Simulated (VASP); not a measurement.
# Sb (Fm-3m) in VASP: notebook

Sb is run at these levels: BLYP; tasks: single point.

Everything below comes from runs of VASP 6.6.1. Logs are shortened: lines on timing, memory, paths and dates and some standing lists are left out, and cuts for length are marked.

## Step 1: The cell of the first run

The structure is cubic, space group Fm-3m (No. 225). Conventional cell: a = 4.952 Å, b = 4.952 Å, c = 4.952 Å, α = 90.00°, β = 90.00°, γ = 90.00°. Sb (site symmetry m-3m) has 12 Sb at 3.50 Å within 4.6 Å.

## Step 2: Single point, BLYP

INCAR

```
SYSTEM = Sb
  PREC = Accurate
  ENCUT = 520
  EDIFF = 1E-6
  ISMEAR = -1
  SIGMA = 0.1
  LREAL = .FALSE.
  LASPH = .TRUE.
  NELM = 100
  ALGO = Normal
  ISIF = 2
  LWAVE = .FALSE.
  LCHARG = .FALSE.
  GGA = B5
  ALDAX = 1.0
  AGGAX = 1.0
  AGGAC = 1.0
  ALDAC = 0.0
  NBANDS = 8
```

KPOINTS

```
Automatic mesh
0
G
  11 11 11
  0 0 0
```

POSCAR

```
Sb
1.0
    0.0000000000      2.4760109453      2.4760109453
    2.4760109453      0.0000000000      2.4760109453
    2.4760109453      2.4760109453      0.0000000000
Sb
1
Direct
    0.0000000000      0.0000000000      0.0000000000
```

Potentials or basis: VASP PAW PBE potentials, release 64 (Sb).

The run is started by

```bash
$ cat potpaw_PBE.64/Sb/POTCAR > POTCAR
$ mpirun -np 1 vasp_std > vasp.out
```

OUTCAR:

```text
SYSTEM = Sb
   PREC = Accurate
   ENCUT = 520
   EDIFF = 1E-6
   ISMEAR = -1
   LREAL = .FALSE.
   LASPH = .TRUE.
   NELM = 100
   ISIF = 2
   GGA = B5

 ion  position               nearest neighbor table
   1  0.000  0.000  0.000-

  LATTYP: Found a face centered cubic cell.
 ALAT       =     4.9520218906

  Lattice vectors:

 A1 = (   0.0000000000,   2.4760109453,   2.4760109453)
 A2 = (   2.4760109453,   0.0000000000,   2.4760109453)
 A3 = (   2.4760109453,   2.4760109453,   0.0000000000)

Analysis of symmetry for initial positions (statically):
=====================================================================
 Subroutine PRICEL returns:
 Original cell was already a primitive cell.

 Routine SETGRP: Setting up the symmetry group for a
 face centered cubic supercell.

 Subroutine GETGRP returns: Found 48 space group operations
 (whereof 48 operations were pure point group operations)
 out of a pool of 48 trial point group operations.

The static configuration has the point symmetry O_h .

Analysis of symmetry for dynamics (positions and initial velocities):
=====================================================================
 Subroutine PRICEL returns:
 Original cell was already a primitive cell.

 Routine SETGRP: Setting up the symmetry group for a
 face centered cubic supercell.

 Subroutine GETGRP returns: Found 48 space group operations
 (whereof 48 operations were pure point group operations)
 out of a pool of 48 trial point group operations.

The dynamic configuration has the point symmetry O_h .

 Subroutine INISYM returns: Found 48 space group operations
 (whereof 48 operations are pure point group operations),
 and found     1 'primitive' translations

----------------------------------------------------------------------------------------

                                     Primitive cell

  volume of cell :      30.3590

  direct lattice vectors                    reciprocal lattice vectors
     0.000000000  2.476010945  2.476010945    -0.201937718  0.201937718  0.201937718
     2.476010945  0.000000000  2.476010945     0.201937718 -0.201937718  0.201937718
     2.476010945  2.476010945  0.000000000     0.201937718  0.201937718 -0.201937718

  length of vectors
     3.501608259  3.501608259  3.501608259     0.349766388  0.349766388  0.349766388

  position of ions in fractional coordinates (direct lattice)
     0.000000000  0.000000000  0.000000000

  ion indices of the primitive-cell ions
   primitive index   ion index
                 1           1

----------------------------------------------------------------------------------------

 KPOINTS: Automatic mesh

Automatic generation of k-mesh.
 Grid dimensions read from file:
 generate k-points for:   11   11   11

 Generating k-lattice:

  Cartesian coordinates                     Fractional coordinates (reciprocal lattice)
    -0.018357974  0.018357974  0.018357974     0.090909091  0.000000000  0.000000000
     0.018357974 -0.018357974  0.018357974     0.000000000  0.090909091  0.000000000
     0.018357974  0.018357974 -0.018357974     0.000000000  0.000000000  0.090909091

  Length of vectors
     0.031796944  0.031796944  0.031796944

  Shift w.r.t. Gamma in fractional coordinates (k-lattice)
     0.000000000  0.000000000  0.000000000

 Subroutine IBZKPT returns following result:
 ===========================================

 Found     56 irreducible k-points:

 Following reciprocal coordinates:
            Coordinates               Weight
  0.000000  0.000000  0.000000      1.000000
  0.090909  0.000000  0.000000      8.000000
  0.181818  0.000000  0.000000      8.000000
  0.272727  0.000000  0.000000      8.000000
  0.363636  0.000000  0.000000      8.000000
  0.454545  0.000000  0.000000      8.000000
[... 16 lines left out ...]
 -0.272727  0.181818  0.000000     24.000000
 -0.181818  0.181818  0.000000     12.000000
 [... further k-points ...]
   k-points           NKPTS =     56   k-points in BZ     NKDIM =     56   number of bands    NBANDS=      8
   number of dos      NEDOS =    301   number of ions     NIONS =      1
   total plane-waves  NPLWV =  21952
   dimension x,y,z NGX =    28 NGY =   28 NGZ =   28
   dimension x,y,z NGXF=    56 NGYF=   56 NGZF=   56
   ions per type =               1
   NGX,Y,Z   is equivalent  to a cutoff of  13.29, 13.29, 13.29 a.u.
   NGXF,Y,Z  is equivalent  to a cutoff of  26.59, 26.59, 26.59 a.u.
 SYSTEM =  Sb
   PREC   = accura    normal or accurate (medium, high low for compatibility)
   ISTART =      0    job   : 0-new  1-cont  2-samecut
   ICHARG =      2    charge: 1-file 2-atom 10-const
   ISPIN  =      1    spin polarized calculation?
   LNONCOLLINEAR =      F non collinear calculations
   LSORBIT =      F    spin-orbit coupling
   LASPH  =      T    aspherical Exc in radial PAW
   ENCUT  =  520.0 eV  38.22 Ry    6.18 a.u.   6.51  6.51  6.51*2*pi/ulx,y,z
   NELM   =    100;   NELMIN=  2; NELMDL= -5     # of ELM steps
   EDIFF  = 0.1E-05   stopping-criterion for ELM
   LREAL  =      F    real-space projection
   EDIFFG = 0.1E-04   stopping-criterion for IOM
   NSW    =      0    number of steps for IOM
   IBRION =     -1    ionic relax: 0-MD 1-quasi-New 2-CG
   NFREE  =      0    steps in history (QN), initial steepest desc. (CG)
   ISIF   =      2    stress and relaxation
   ISYM   =      2    0-nonsym 1-usesym 2-fastsym
   POTIM  = 0.5000    time-step for ionic-motion
   TEBEG  =    0.0;   TEEND  =   0.0 temperature during run
   PSTRESS=    0.0 pullay stress
   NELECT =       5.0000    total number of electrons
   NUPDOWN=      -1.0000    fix difference up-down
   EMIN   =  10.00;   EMAX   =-10.00  energy-range for DOS
   EFERMI =   0.00;   METHOD = LEGACY
   ISMEAR =    -1;   SIGMA  =   0.10  broadening in eV -4-tet -1-fermi 0-gaus
   EFERMI_NEDOS =   21; number of points for ismear=-14 and -15
   IALGO  =     38    algorithm
   IMIX   =      4    mixing-type and parameters
     AMIX     =   0.40;   BMIX     =  1.00
     AMIX_MAG =   1.60;   BMIX_MAG =  1.00
  volume/ion in A,a.u.               =      30.36       204.87
  Fermi-wavevector in a.u.,A,eV,Ry     =   0.897365  1.695773 10.956272  0.805263
  Thomas-Fermi vector in A             =   2.019940
   LORBIT       =      0    0 simple, 1 ext, 2 COOP (PROOUT), +10 PAW based schemes
   GGA     = B5    functional components
   LHFCALC =     F    Hartree Fock is set to
   AEXX    =    0.0000 exact exchange contribution
   IVDW    =     0    specifies the selected vdW correction
   LEPSILON=     F    determine dielectric tensor
   LRPA    =     F    only Hartree local field effects (RPA)
 non-spin polarized calculation
  energy-cutoff  :      520.00
  volume of cell :       30.36
 maximum number of plane-waves:       869
 NGX is ok and might be reduce to    28
   NGX = 13   NGY = 13   NGZ = 13

 number of electron       5.0000000 magnetization

 Free energy of the ion-electron system (eV)
  ---------------------------------------------------
  ext. energy  EPLUGINS =         0.00000000
  ---------------------------------------------------
  free energy    TOTEN  =        -2.94157310 eV

  energy without entropy =       -2.90987818  energy(sigma->0) =       -2.92572564

 E-fermi :   7.5204     XC(G=0):  -9.0532

 val. band max:        7.4964805300   @ k =   0.4545   0.3636   0.0909
 cond. band min:       7.5522332011   @ k =  -0.3636   0.3636   0.1818
 fundamental gap:      0.0557526711
 Fermi energy:         7.5204089804

 k-point     1 :       0.0000    0.0000    0.0000
  band No.  band energies     occupation
      1      -4.5490      2.00000
      2      11.8279      0.00000
      3      11.8279      0.00000
      4      11.8279      0.00000
      5      17.2163      0.00000
      6      17.2163      0.00000
      7      17.2163      0.00000
      8      18.0998      0.00000

 k-point     2 :       0.0909    0.0000    0.0000
  band No.  band energies     occupation
      1      -4.4060      2.00000
      2      10.6745      0.00000
      3      11.6724      0.00000
      4      11.6724      0.00000
      5      16.4636      0.00000
      6      17.4860      0.00000
      7      17.4860      0.00000
      8      18.9623      0.00000

 k-point     3 :       0.1818    0.0000    0.0000
  band No.  band energies     occupation
      1      -3.9826      2.00000
      2       8.4319      0.00022
      3      11.3137      0.00000
      4      11.3137      0.00000
      5      15.8326      0.00000
      6      17.8559      0.00000
      7      17.8559      0.00000
      8      19.6641      0.00000

 k-point     4 :       0.2727    0.0000    0.0000
  band No.  band energies     occupation
      1      -3.3010      2.00000
      2       6.1266      2.00000
      3      10.9291      0.00000
      4      10.9291      0.00000
      5      15.4485      0.00000
      6      17.4187      0.00000
      7      17.4187      0.00000
      8      18.9425      0.00000

 k-point     5 :       0.3636    0.0000    0.0000
  band No.  band energies     occupation
      1      -2.4345      2.00000
      2       4.1102      2.00000
      3      10.6306      0.00000
      4      10.6306      0.00000
      5      15.2621      0.00000
      6      16.8467      0.00000
      7      16.8467      0.00000
      8      18.0937      0.00000

 k-point     6 :       0.4545    0.0000    0.0000
  band No.  band energies     occupation
      1      -1.6530      2.00000
      2       2.7392      2.00000
      3      10.4712      0.00000
      4      10.4712      0.00000
      5      15.2056      0.00000
      6      16.5281      0.00000
      7      16.5281      0.00000
      8      17.6243      0.00000

 k-point     7 :       0.0909    0.0909    0.0000
  band No.  band energies     occupation
      1      -4.3583      2.00000
      2      11.0396      0.00000
      3      11.2391      0.00000
      4      11.2391      0.00000
      5      15.8813      0.00000
      6      18.0036      0.00000
      7      18.0036      0.00000
      8      18.5994      0.00000
[... 133 lines left out ...]
 k-point    20 :       0.4545    0.1818    0.0000
  band No.  band energies     occupation
      1      -1.6874      2.00000
      2       3.9791      2.00000
      3       8.2531      0.00131
      4       9.3111      0.00000
      5      13.9660      0.00000
      6      17.5524      0.00000
      7      18.7306      0.00000
      8      19.5125      0.00000

 k-point    21 :      -0.4545    0.1818    0.0000
  band No.  band energies     occupation
      1      -1.1207      2.00000
      2       3.0714      2.00000
      3       7.7110      0.25881
      4       9.5458      0.00000
      5      14.1085      0.00000
      6      17.9243      0.00000
      7      18.2045      0.00000
      8      20.7955      0.00000

 k-point    22 :      -0.3636    0.1818    0.0000
  band No.  band energies     occupation
      1      -1.4460      2.00000
      2       3.5930      2.00000
      3       7.4197      1.46494
      4      10.0101      0.00000
      5      14.5658      0.00000
      6      17.7973      0.00000
      7      17.9166      0.00000
      8      21.3558      0.00000

 k-point    23 :      -0.2727    0.1818    0.0000
  band No.  band energies     occupation
      1      -2.2758      2.00000
      2       5.1126      2.00000
      3       7.4512      1.33300
      4      10.6298      0.00000
      5      15.3201      0.00000
      6      17.6462      0.00000
      7      17.8884      0.00000
      8      19.6469      0.00000

 k-point    24 :      -0.1818    0.1818    0.0000
  band No.  band energies     occupation
      1      -3.0716      2.00000
      2       6.7511      1.99909
      3       8.1016      0.00596
      4      11.2401      0.00000
      5      16.3377      0.00000
      6      17.2291      0.00000
      7      18.0606      0.00000
      8      18.4126      0.00000

 [... further k-points ...]

------------------------ aborting loop because EDIFF is reached ----------------------------------------

  FORCE on cell =-STRESS in cart. coord.  units (eV):
  Direction    XX          YY          ZZ          XY          YZ          ZX
  --------------------------------------------------------------------------------------
  -------------------------------------------------------------------------------------
  Total        0.0171183      0.0171183      0.0171183     -0.0000000     -0.0000000     -0.0000000
  in kB        0.9034067      0.9034067      0.9034067     -0.0000000     -0.0000000     -0.0000000
  external PRESSURE =       0.9034067 kB  Pullay stress =       0.0000000 kB

 VOLUME and BASIS-vectors are now :
 -----------------------------------------------------------------------------
  energy-cutoff  :      520.00
  volume of cell :       30.36
      direct lattice vectors                 reciprocal lattice vectors
     0.000000000  2.476010945  2.476010945    -0.201937718  0.201937718  0.201937718
     2.476010945  0.000000000  2.476010945     0.201937718 -0.201937718  0.201937718
     2.476010945  2.476010945  0.000000000     0.201937718  0.201937718 -0.201937718

 POSITION                                       TOTAL-FORCE (eV/Angst)
 -----------------------------------------------------------------------------------
      0.00000      0.00000      0.00000         0.000000     -0.000000      0.000000
 -----------------------------------------------------------------------------------
    total drift:                                0.000000      0.000000      0.000000

  FREE ENERGIE OF THE ION-ELECTRON SYSTEM (eV)
  ---------------------------------------------------
  free  energy   TOTEN  =        -2.9415731001 eV

  energy  without entropy=       -2.9098781794  energy(sigma->0) =       -2.92572564
```

It took 8.4 s on 1 thread of Intel Xeon 6975P-C (Granite Rapids), shared host; peak memory 0.15 GiB.

What came out:

```yaml
Free_energy: -2.9416 eV
Pressure: 0.1 GPa
```

Caveat: the PAW data sets were made with another functional, which shifts forces and pressure a little; spin-orbit coupling is left out, which moves the levels of the heavy elements.

## Step 3: Single point, BLYP (volume scaled by 0.88)

INCAR

```
SYSTEM = Sb
PREC = Accurate ; ENCUT = 520
EDIFF = 1E-6 ; ISMEAR = -1
SIGMA = 0.1 ; LREAL = .FALSE.
LASPH = .TRUE. ; NELM = 80
ALGO = Normal ; ISIF = 2
LWAVE = .FALSE. ; LCHARG = .TRUE.
GGA = B5 ; ALDAX = 1.0
AGGAX = 1.0 ; AGGAC = 1.0
ALDAC = 0.0 ; LELF = .TRUE.
LVHAR = .TRUE. ; NBANDS = 8
```

KPOINTS

```
Automatic mesh
0
G
  12 12 12
  0 0 0
```

POSCAR

```
Sb
1.0
    0.0000000000      2.3727216019      2.3727216019
    2.3727216019      0.0000000000      2.3727216019
    2.3727216019      2.3727216019      0.0000000000
Sb
1
Direct
    0.0000000000      0.0000000000      0.0000000000
```

Potentials or basis: VASP PAW PBE potentials, release 64 (Sb).

The run is started by

```bash
$ cat potpaw_PBE.64/Sb/POTCAR > POTCAR
$ mpirun -np 1 vasp_std > vasp.out
```

Run time: 9.4 s. Hardware: 1 thread of Intel Xeon 6975P-C (Granite Rapids), shared host; peak memory 0.16 GiB.

It converged, with:

| Item | Value |
| --- | --- |
| Free energy | -2.8641 eV |
| Pressure | 7.9 GPa |

Levels at points of the mesh, in eV from the Fermi level:
```tsv
k point	band 1	band 2	band 3	band 4	band 5	band 6	band 7
(0.00, 0.00, 0.00)	-13.01	5.18	5.18	5.18	10.09	10.09	10.09
(0.50, 0.00, 0.00)	-9.30	-5.78	3.51	3.51	8.41	9.27	9.27
(0.50, 0.50, 0.00)	-7.69	-4.92	0.31	0.31	4.47	4.85	17.60
```

Caveat: the PAW data sets were made with another functional, which shifts forces and pressure a little; spin-orbit coupling is left out, which moves the levels of the heavy elements.
